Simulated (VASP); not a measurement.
BaTiO3: single point with LDA+U

BaTiO3:

```
Ba Ti O
1.0
     3.99980    0.00000    0.00000
     0.00000    3.99980    0.00000
     0.00000    0.00000    4.01800
Ba Ti O
1 1 3
Direct
  0.99557 0.99064 0.00350
  0.50254 0.49192 0.46877
  0.47922 0.51432 0.00641
  0.50273 0.00330 0.50938
  0.01995 0.49981 0.53994
```

```
Program                : VASP 6.6.1
Task                   : single point
Functional             : LDA
Potentials or basis    : VASP PAW LDA potentials, release 64 (Ba_sv, Ti_sv, O)
Cutoff                 : 600 eV
k mesh                 : 7 × 7 × 7
Occupations            : fermi-dirac, width 0.05 eV
Spin                   : no spin polarisation
Hubbard terms          : Ti d U = 1.0 eV
Dipole correction      : no
Further INCAR settings : ALGO = Normal; EDIFF = 1e-06; NBANDS = 28
```

```yaml
Pressure: -5.1 GPa
Largest_force: 1.242 eV/Å
Band_gap_on_the_k_mesh: 1.98 eV (least direct gap 2.24 eV)
```

Forces in eV/Å, atoms in the order of the input:
```
Ba   0.175  0.201 -0.364
Ti  -0.509 -0.055  0.808
O    0.789 -0.329  0.873
O    0.324  0.218 -0.349
O   -0.778 -0.035 -0.967
```

Stress tensor (GPa, compression positive):
```
-5.98 -0.11  0.07
-0.11 -5.25  0.58
 0.07  0.58 -4.16
```

Levels at points of the mesh, in eV from the valence-band top:
```tsv
k point	band 17	band 18	band 19	band 20	band 21	band 22	band 23	band 24
(0.00, 0.00, 0.00)	-1.16	-0.46	-0.34	-0.26	1.98	2.35	2.64	4.21
```

Eigenvalues of the final occupation matrices:
```tsv
site	spin	trace	eigenvalues
site 2 d	1	0.88	0.12 0.13 0.13 0.24 0.25
site 2 d	2	0.88	0.12 0.13 0.13 0.24 0.25
```

Wall time 7.4 min on 1 thread of Oxide Virtual Turin-like Processor, on a shared host, peak memory 0.41 GiB.

Caveat: the cell stands under tension; spin-orbit coupling is left out, which moves the levels of the heavy elements; forces of over 1 eV/Å act on the atoms, so gaps and moduli don't describe the material at rest. A k mesh can miss the band edges.
